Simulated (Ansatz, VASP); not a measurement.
# TePb in VASP and in Ansatz

File INCAR:

```
SYSTEM = TePb
PREC = Accurate
ENCUT = 520
EDIFF = 1E-6
ISMEAR = -1
SIGMA = 0.02
LREAL = .FALSE.
LASPH = .TRUE.
NELM = 100
ALGO = Normal
ISIF = 2
LWAVE = .FALSE.
LCHARG = .FALSE.
GGA = PS
IVDW = 13
NBANDS = 28
```

The input KPOINTS:

```
regular mesh
0
G
  6 6 2
  0 0 0
```

The input POSCAR:

```
TePb
1.0
    4.5439515437      0.0000000000      0.0000000000
   -2.2719757718      3.9351774704      0.0000000000
    0.0000000000      0.0000000000      7.9257636037
Pb Te
2 2
Direct
    0.0000000000      0.0000000000      0.0000000000
    0.0000000000      0.0000000000      0.5000000000
    0.3333333333      0.6666666667      0.2500000000
    0.6666666667      0.3333333333      0.7500000000
```

Input for Ansatz:

```yaml
crystal:
  lattice:
    - [4.5439515437, 0.0, 0.0]
    - [-2.2719757718, 3.9351774704, 0.0]
    - [0.0, 0.0, 7.9257636037]
  atoms:
    - { symbol: Pb, position: [0.0, 0.0, 0.0] }
    - { symbol: Pb, position: [0.0, 0.0, 0.5] }
    - { symbol: Te, position: [0.3333333333, 0.6666666667, 0.25] }
    - { symbol: Te, position: [0.6666666667, 0.3333333333, 0.75] }
kpoints:
  mp_grid: { grid: [6, 6, 2] }
hamiltonian:
  xc: pbesol
  dispersion: d4
scf:
  occupations: { method: fermi_dirac, width: 0.02 }
  n_extra_bands: 5
output:
  forces: true
  stress: true
  eigenvalues: true
```

Alike in both runs: task single point; functional PBEsol; dispersion D4; k mesh 6 × 6 × 2; occupations fermi-dirac, width 0.02 eV; no spin polarisation.

|  | VASP | Ansatz |
| --- | --- | --- |
| version | VASP 6.6.1 | Ansatz 0.2.0 |
| potentials or method | VASP PAW PBE potentials, release 64 (Pb_d, Te) | plane waves |
| plane-wave cutoff (eV) | 520 | 420 |
| valence electrons in the cell | 40 | 60 |

VASP gave:

| Quantity | Value |
| --- | --- |
| pressure (GPa) | -2.4 |
| traceless stress, the component that is largest in VASP (GPa) | -0.46 |

Question: What did Ansatz give for the same quantities?

Answer: Pressure (GPa): -2.3; traceless stress, the component that is largest in VASP (GPa): -0.46.

VASP's potentials were made for PBE, not for PBEsol. VASP's potentials hold 40 valence electrons a cell and Ansatz's 60, so a difference there can come from the potentials and not from the codes. Ansatz's warnings: dispersion switch in reach.

The k mesh is coarse, so the values compare programs but aren't converged. Neither program's run includes spin-orbit coupling.
